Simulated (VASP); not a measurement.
# HgTe (Coloradoite) (F-43m) in VASP: a series of runs, part 2 of 2

VASP 6.6.1. Earlier steps stand in the parts before.

## Step 4: Relaxation of cell and atoms, BLYP+D4

This run uses another cell than the first one, of 33.22 Å³/atom, 0.922 times its volume.

The input, INCAR:

```
SYSTEM = HgTe
PREC = Accurate ; ENCUT = 600
EDIFF = 1E-7 ; ISMEAR = -1
SIGMA = 0.05 ; LREAL = .False.
LASPH = .True. ; NELM = 100
ALGO = Normal ; ISIF = 3
LWAVE = .False. ; LCHARG = .False.
GGA = B5 ; ALDAX = 1.0
AGGAX = 1.0 ; AGGAC = 1.0
ALDAC = 0.0 ; IVDW = 13
IBRION = 2 ; NSW = 80
EDIFFG = -0.01 ; VDW_S6 = 1.0
VDW_S8 = 2.34076671 ; VDW_A1 = 0.44488865
VDW_A2 = 4.0933009
```

The input, KPOINTS:

```
Automatic mesh
0
Gamma
  7 7 7
  0 0 0
```

The input, POSCAR:

```
HgTe
1.0
    0.0000000000      3.2145000000      3.2145000000
    3.2145000000      0.0000000000      3.2145000000
    3.2145000000      3.2145000000      0.0000000000
Hg Te
1 1
Direct
    0.0000000000      0.0000000000      0.0000000000
    0.7500000000      0.7500000000      0.7500000000
```

Started as:

```sh
$ cat potpaw_PBE.64/Hg/POTCAR potpaw_PBE.64/Te/POTCAR > POTCAR
$ mpirun -np 1 vasp_std > vasp.out
```

Run time: 2.8 min. Hardware: 1 thread of Intel Xeon 8259CL, shared host; peak memory 0.23 GiB.

Results (log left out):

```
Free energy                            : -3.9430 eV
Relaxed volume                         : 36.25 Å³/atom
Relaxed cell                           : a = 4.680 Å, b = 4.680 Å, c = 4.680 Å, α = 60.00°, β = 60.00°, γ = 60.00°
Space group after relaxing (to 0.05 Å) : F-43m (No. 216)
Energy gained by relaxing              : 35.1 meV/atom
Ionic steps                            : 3
Pressure after relaxing                : 0.0 GPa
Band gap on the k mesh                 : zero (filled and empty bands touch)
Dispersion energy per atom             : -0.656 eV
```

The path:
```csv
step,energy change (eV),largest force (eV/Å),pressure (GPa),volume (Å³)
1,0.0000,0.0000,4.04,66.43
2,-0.0625,0.0000,-1.05,74.81
3,-0.0702,0.0000,0.01,72.50
```

Final structure:
```cif
data_structure
_symmetry_space_group_name_H-M 'P 1'
_symmetry_Int_Tables_number 1
_cell_length_a 4.6805
_cell_length_b 4.6805
_cell_length_c 4.6805
_cell_angle_alpha 60.000
_cell_angle_beta 60.000
_cell_angle_gamma 60.000
_cell_volume 72.50
loop_
_atom_site_label
_atom_site_type_symbol
_atom_site_fract_x
_atom_site_fract_y
_atom_site_fract_z
_atom_site_occupancy
Hg1 Hg 0.00000 0.00000 0.00000 1
Te1 Te 0.75000 0.75000 0.75000 1
```

Levels at points of the mesh, in eV from the Fermi level:
| k point | band 7 | band 8 | band 9 | band 10 | band 11 | band 12 |
| --- | --- | --- | --- | --- | --- | --- |
| (0.00, 0.00, 0.00) | -1.01 | -0.05 | -0.05 | -0.05 | 4.32 | 4.32 |

Caveat: the PAW data sets were made with another functional, which shifts forces and pressure a little; spin-orbit coupling is left out, which moves the levels of the heavy elements; pairwise dispersion overbinds metals, which lowers pressure and volume. Zero-point motion and thermal expansion aren't in these numbers.

## Step 5: Relaxation of cell and atoms, PBE+D4

This run uses another cell than the first one, of 33.22 Å³/atom, 0.922 times its volume.

The input, INCAR:

```
SYSTEM = HgTe
PREC     = Accurate       ! precision mode
ENCUT    = 600            ! plane-wave cutoff, eV
EDIFF    = 1E-7           ! SCF threshold, eV
ISMEAR   = -1             ! smearing method
SIGMA    = 0.05           ! smearing width, eV
LREAL    = .False.        ! projectors in reciprocal space
LASPH    = .True.         ! aspherical terms in the spheres
NELM     = 100            ! most SCF steps
ALGO     = Normal         ! electronic algorithm
ISIF     = 3              ! what is computed and relaxed
LWAVE    = .False.        ! write WAVECAR
LCHARG   = .False.        ! write CHGCAR
GGA      = PE             ! functional
IVDW     = 13             ! dispersion correction
IBRION   = 2              ! ionic algorithm
NSW      = 80             ! ionic steps
EDIFFG   = -0.02          ! ionic threshold
```

The input, KPOINTS:

```
regular mesh
0
Gamma
  7 7 7
  0 0 0
```

POSCAR is that of step 4.

Started as:

```sh
$ cat potpaw_PBE.64/Hg/POTCAR potpaw_PBE.64/Te/POTCAR > POTCAR
$ mpirun -np 1 vasp_std > vasp.out
```

Run time: 89 s. Hardware: 1 thread of Intel Xeon 8259CL, shared host; peak memory 0.23 GiB.

Results (log left out):

| Item | Value |
| --- | --- |
| Free energy | -4.3600 eV |
| Relaxed volume | 35.09 Å³/atom |
| Relaxed cell | a = 4.630 Å, b = 4.630 Å, c = 4.630 Å, α = 60.00°, β = 60.00°, γ = 60.00° |
| Space group after relaxing (to 0.05 Å) | F-43m (No. 216) |
| Energy gained by relaxing | 14.2 meV/atom |
| Ionic steps | 3 |
| Pressure after relaxing | 0.0 GPa |
| Band gap on the k mesh | zero (filled and empty bands touch) |
| Dispersion energy per atom | -0.366 eV |

The path:
```csv
step,energy change (eV),largest force (eV/Å),pressure (GPa),volume (Å³)
1,0.0000,0.0000,2.56,66.43
2,-0.0246,0.0000,-0.79,71.66
3,-0.0283,0.0000,0.01,70.18
```

Final structure:
```yaml
crystal:
  lattice:
    - [0.00000, 3.27382, 3.27382]
    - [3.27382, 0.00000, 3.27382]
    - [3.27382, 3.27382, 0.00000]
  atoms:
    - { symbol: Hg, position: [0.00000, 0.00000, 0.00000] }
    - { symbol: Te, position: [0.75000, 0.75000, 0.75000] }
```

Levels at points of the mesh, in eV from the Fermi level:
| k point | band 7 | band 8 | band 9 | band 10 | band 11 | band 12 |
| --- | --- | --- | --- | --- | --- | --- |
| (0.00, 0.00, 0.00) | -0.86 | -0.04 | -0.04 | -0.04 | 4.25 | 4.25 |

Caveat: spin-orbit coupling is left out, which moves the levels of the heavy elements; pairwise dispersion overbinds metals, which lowers pressure and volume. Zero-point motion and thermal expansion aren't in these numbers.

## Step 6: Single point, PBE-based screened hybrid

This run uses another cell than the first one, of 35.88 Å³/atom, 0.996 times its volume.

The input, POSCAR:

```
HgTe
1.0
    0.0000000000      3.2982427431      3.2982427431
    3.2982427431      0.0000000000      3.2982427431
    3.2982427431      3.2982427431      0.0000000000
Hg Te
1 1
Direct
    0.0000000000      0.0000000000      0.0000000000
    0.7500000000      0.7500000000      0.7500000000
```

The input, INCAR.step1:

```
ALGO = Normal ; EDIFF = 1E-5
ENCUT = 520 ; GGA = PE
ISIF = 2 ; ISMEAR = -1
LASPH = T ; LREAL = F
LWAVE = T ; NBANDS = 16
NELM = 100 ; PREC = Accurate
SIGMA = 0.05
```

The input, INCAR.step2:

```
AEXX = 0.25 ; ALGO = Normal
EDIFF = 1E-6 ; ENCUT = 520
GGA = PE ; HFSCREEN = 0.3
ISIF = 2 ; ISMEAR = -1
ISTART = 1 ; LASPH = T
LCHARG = T ; LELF = T
LHFCALC = T ; LREAL = F
LVHAR = T ; LWAVE = F
NBANDS = 16 ; NELM = 100
PREC = Accurate ; PRECFOCK = Normal
SIGMA = 0.05
```

The input, KPOINTS:

```
k-points
0
Gamma
  4 4 4
```

Potentials or basis: VASP PAW PBE potentials, release 64 (Hg, Te).

Started as:

```sh
$ cat potpaw_PBE.64/Hg/POTCAR potpaw_PBE.64/Te/POTCAR > POTCAR
$ cp INCAR.step1 INCAR
$ mpirun -np 1 vasp_std > vasp.out
$ cp INCAR.step2 INCAR
$ mpirun -np 1 vasp_std > vasp.out
```

OUTCAR:

```text
AEXX = 0.25
   EDIFF = 1E-6
   ENCUT = 520
   GGA = PE
   HFSCREEN = 0.3
   ISIF = 2
   ISMEAR = -1
   ISTART = 1
   LASPH = T
   LHFCALC = T
   LREAL = F
   NELM = 100
   PREC = Accurate
   PRECFOCK = Normal

 ion  position               nearest neighbor table
   1  0.000  0.000  0.000-   2 2.86   2 2.86   2 2.86   2 2.86
   2  0.750  0.750  0.750-   1 2.86   1 2.86   1 2.86   1 2.86

  LATTYP: Found a face centered cubic cell.
 ALAT       =     6.5964854862

  Lattice vectors:

 A1 = (   0.0000000000,   3.2982427431,   3.2982427431)
 A2 = (   3.2982427431,   0.0000000000,   3.2982427431)
 A3 = (   3.2982427431,   3.2982427431,   0.0000000000)

Analysis of symmetry for initial positions (statically):
=====================================================================
 Subroutine PRICEL returns:
 Original cell was already a primitive cell.

 Routine SETGRP: Setting up the symmetry group for a
 face centered cubic supercell.

[... 153 lines left out ...]
  free energy    TOTEN  =        -4.49267874 eV

  energy without entropy =       -4.48968654  energy(sigma->0) =       -4.49118264

 E-fermi :   2.1480     XC(G=0):  -7.2053

 val. band max:        2.1133467558   @ k =   0.0000   0.0000   0.0000
 cond. band min:       3.3158977201   @ k =   0.5000   0.0000   0.0000
 fundamental gap:      1.2025509643
 Fermi energy:         2.1480435139

 k-point     1 :       0.0000    0.0000    0.0000
  band No.  band energies     occupation
      1     -10.3495      2.00000
      2      -5.9167      2.00000
      3      -5.9167      2.00000
      4      -5.9167      2.00000
      5      -5.4580      2.00000
      6      -5.4580      2.00000
[... 129 lines left out ...]
      3      -5.6893      2.00000
      4      -5.5038      2.00000
      5      -5.4717      2.00000
      6      -4.8675      2.00000
[... 8 lines left out ...]
     15      13.7902      0.00000
     16      13.8712      0.00000

------------------------ aborting loop because EDIFF is reached ----------------------------------------

  FORCE on cell =-STRESS in cart. coord.  units (eV):
  Direction    XX          YY          ZZ          XY          YZ          ZX
  --------------------------------------------------------------------------------------
  -------------------------------------------------------------------------------------
  Total       -0.0165328     -0.0165328     -0.0165328     -0.0000000      0.0000000      0.0000000
  in kB       -0.3691296     -0.3691296     -0.3691296     -0.0000000      0.0000000      0.0000000
  external PRESSURE =      -0.3691296 kB  Pullay stress =       0.0000000 kB

 VOLUME and BASIS-vectors are now :
 -----------------------------------------------------------------------------
  energy-cutoff  :      520.00
  volume of cell :       71.76
      direct lattice vectors                 reciprocal lattice vectors
     0.000000000  3.298242743  3.298242743    -0.151595877  0.151595877  0.151595877
     3.298242743  0.000000000  3.298242743     0.151595877 -0.151595877  0.151595877
     3.298242743  3.298242743  0.000000000     0.151595877  0.151595877 -0.151595877

 POSITION                                       TOTAL-FORCE (eV/Angst)
 -----------------------------------------------------------------------------------
      0.00000      0.00000      0.00000        -0.000000     -0.000000     -0.000000
      4.94736      4.94736      4.94736         0.000000      0.000000      0.000000
 -----------------------------------------------------------------------------------
    total drift:                                0.000027      0.000028      0.000023

  FREE ENERGIE OF THE ION-ELECTRON SYSTEM (eV)
  ---------------------------------------------------
  free  energy   TOTEN  =        -4.4926787449 eV

  energy  without entropy=       -4.4896865417  energy(sigma->0) =       -4.49118264
```

It took 12 min on 1 thread of AMD EPYC 7R13 (Zen 3), shared host; peak memory 0.29 GiB.

Results:

* Free energy: -4.4927 eV
* Pressure: 0.0 GPa
* Band gap on the k mesh: zero (filled and empty bands touch)

Levels at points of the mesh, in eV from the Fermi level:
```tsv
k point	band 7	band 8	band 9	band 10	band 11	band 12
(0.00, 0.00, 0.00)	-0.42	-0.03	-0.03	-0.03	4.89	4.89
(0.50, 0.00, 0.00)	-5.41	-0.96	-0.96	1.17	5.66	5.66
(0.50, 0.50, 0.00)	-5.45	-2.18	-2.18	2.41	3.04	8.76
```

Caveat: the k points lie up to 0.41 Å⁻¹ apart; the PAW data sets were made with another functional, which shifts forces and pressure a little; spin-orbit coupling is left out, which moves the levels of the heavy elements.

## Step 7: Summary

| task | level | cell | k mesh | cutoff (eV) | grid for exact exchange (PRECFOCK) | share of exact exchange | screening parameter | gap on the mesh (eV) | pressure (GPa) | relaxed volume (Å³/atom) |
| --- | --- | --- | --- | --- | --- | --- | --- | --- | --- | --- |
| single point | BLYP+D4 | a = 4.671 Å, angles 60.0°, 2 atoms | 7 × 7 × 7 | 520 | - | - | - | none | 0.2 | - |
| single point | PBE+D4 | a = 4.627 Å, angles 60.0°, 2 atoms | 7 × 7 × 7 | 520 | - | - | - | none | 0.1 | - |
| relaxation of cell and atoms | BLYP+D4 | relaxed from a = 4.546 Å, angles 60.0°, 2 atoms | 7 × 7 × 7 | 600 | - | - | - | none | 0.0 | 36.25 |
| relaxation of cell and atoms | PBE+D4 | relaxed from a = 4.546 Å, angles 60.0°, 2 atoms | 7 × 7 × 7 | 600 | - | - | - | none | 0.0 | 35.09 |
| single point | PBE-based screened hybrid | a = 4.664 Å, angles 60.0°, 2 atoms | 4 × 4 × 4 | 520 | Normal | 0.25 | 0.3 1/Å | none | 0.0 | - |

Alike in all rows: potentials or basis VASP PAW PBE potentials, release 64 (Hg, Te); no spin polarisation; smearing fermi-dirac 0.05 eV.

Caveats: some runs use coarse meshes; spin-orbit coupling is left out, which moves the levels of the heavy elements; pairwise dispersion overbinds metals, which lowers pressure and volume (some runs); the PAW data sets were made with another functional, which shifts forces and pressure a little (some runs).

Absolute energies hang on the potentials; compare differences alone.
